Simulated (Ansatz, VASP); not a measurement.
Two plane-wave programs on BN

```
CELL_PARAMETERS angstrom
2.52322 0.00000 0.00000
-1.26161 2.18517 0.00000
0.00000 0.00000 4.17520
ATOMIC_POSITIONS crystal
B 0.66667 0.33333 0.99971
B 0.33333 0.66667 0.49971
N 0.66667 0.33333 0.62529
N 0.33333 0.66667 0.12529
```

Alike in both runs: functional LDA; k mesh 12 × 12 × 6; occupations gaussian, width 0.02 eV; no spin polarisation.

Ansatz relaxed the structure, and its values are those at the end. VASP's run is a single point on that final structure, the one shown.

|  | VASP | Ansatz |
| --- | --- | --- |
| version | VASP 6.6.1 | Ansatz 0.2.0 |
| potentials or method | VASP PAW LDA potentials, release 64 (B, N), cutoff 520 eV | scalar-relativistic, plane waves, PAW |
| valence electrons in the cell | 16 | 16 |

```tsv
	VASP	Ansatz	Ansatz less VASP
gap on the k mesh at the Fermi level (eV)	4.90	4.93	+0.026
least direct gap on the mesh (eV)	8.28	8.29	+0.011
pressure (GPa)	1.0	0.0	-0.98
```

LDA's correlation is that of Perdew and Zunger in VASP and of Perdew and Wang (1992) in Ansatz.
